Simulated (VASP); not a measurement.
Wanted: the native input for a VASP 6.6.1 run.

```
Task                   : single point
Functional             : PBE
Potentials or basis    : VASP PAW PBE potentials, release 64 (Ti_sv)
Cutoff                 : 520 eV
k mesh                 : 20 × 20 × 20
Occupations            : gaussian, width 0.15 eV
Spin                   : no spin polarisation
Dipole correction      : no
Further INCAR settings : ALGO = Normal; EDIFF = 1e-06; NBANDS = 12
```

The structure of Ti lies in POSCAR:

```
Ti
1.0
    0.0000000000      2.0214553034      1.8712611743
    2.0214553034      0.0000000000      1.8712611743
    2.0214553034      2.0214553034      0.0000000000
Ti
1
Direct
    0.0000000000      0.0000000000      0.0000000000
```

This cell differs from its parent crystal: volume 15.293 Å^3 an atom, c/a of the conventional cell 0.9257.

These files were run (other wordings do the same):

INCAR

```
SYSTEM = Ti
ALGO = Normal
EDIFF = 1E-6
ENCUT = 520
GGA = PE
ISIF = 2
ISMEAR = 0
LASPH = .TRUE.
LCHARG = .FALSE.
LREAL = .FALSE.
LWAVE = .FALSE.
NBANDS = 12
NELM = 80
PREC = Accurate
SIGMA = 0.15
```

KPOINTS

```
k-points
0
G
  20 20 20
  0 0 0
```

Potentials or basis: VASP PAW PBE potentials, release 64 (Ti_sv).

Launch:

```sh
$ cat potpaw_PBE.64/Ti_sv/POTCAR > POTCAR
$ mpirun -np 1 vasp_std > vasp.out
```

Results of the run:

```json
{
  "Pressure": "16.6 GPa",
  "Band gap on the k mesh": "zero (band 6 reaches 10.59 eV, above the bottom of band 7 at 9.07 eV)"
}
```

It took 2 min on 1 thread of AMD EPYC 7R13 Processor (Zen 3) (shared host), peak memory 0.19 GiB.
